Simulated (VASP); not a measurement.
SiC (Moissanite 3C): single point with r2SCAN

The system is SiC (Moissanite 3C).

```
CELL_PARAMETERS angstrom
0.00000 2.02201 2.02201
2.02201 0.00000 2.02201
2.02201 2.02201 0.00000
ATOMIC_POSITIONS crystal
Si 0.00000 0.00000 0.00000
C 0.25000 0.25000 0.25000
```

This cell differs from its parent crystal: volume scaled by 0.800.

| Property | Result |
| --- | --- |
| Program | VASP 6.6.1 |
| Task | single point |
| Functional | r2SCAN |
| Potentials or basis | VASP PAW PBE potentials, release 64 (Si, C) |
| Cutoff | 520 eV |
| k mesh | 10 × 10 × 10 |
| Occupations | gaussian, width 0.05 eV |
| Spin | no spin polarisation |
| Dipole correction | no |
| Further INCAR settings | ALGO = Normal; EDIFF = 1e-07; NBANDS = 11 |

```json
{
  "Pressure": "76.9 GPa",
  "Band gap on the k mesh": "1.55 eV, indirect (least direct gap 5.31 eV)"
}
```

Levels at points of the mesh, in eV from the valence-band top:
```csv
k point,band 1,band 2,band 3,band 4,band 5,band 6,band 7,band 8,band 9
"(0.00, 0.00, 0.00)",-18.07,0.00,0.00,0.00,9.72,9.72,9.72,9.73,16.71
"(0.50, 0.00, 0.00)",-13.53,-10.15,-1.13,-1.13,8.30,8.80,8.80,12.36,20.77
"(0.50, 0.50, 0.00)",-11.82,-8.85,-3.76,-3.76,1.55,5.80,18.07,18.07,19.59
```

It took 57 s on 1 thread of Intel(R) Xeon(R) Platinum 8259CL CPU @ 2.50GHz (Skylake/Cascade Lake) (shared host), peak memory 0.13 GiB.

Caveat: the PAW data sets were made with another functional, which shifts forces and pressure a little. A k mesh can miss the band edges.
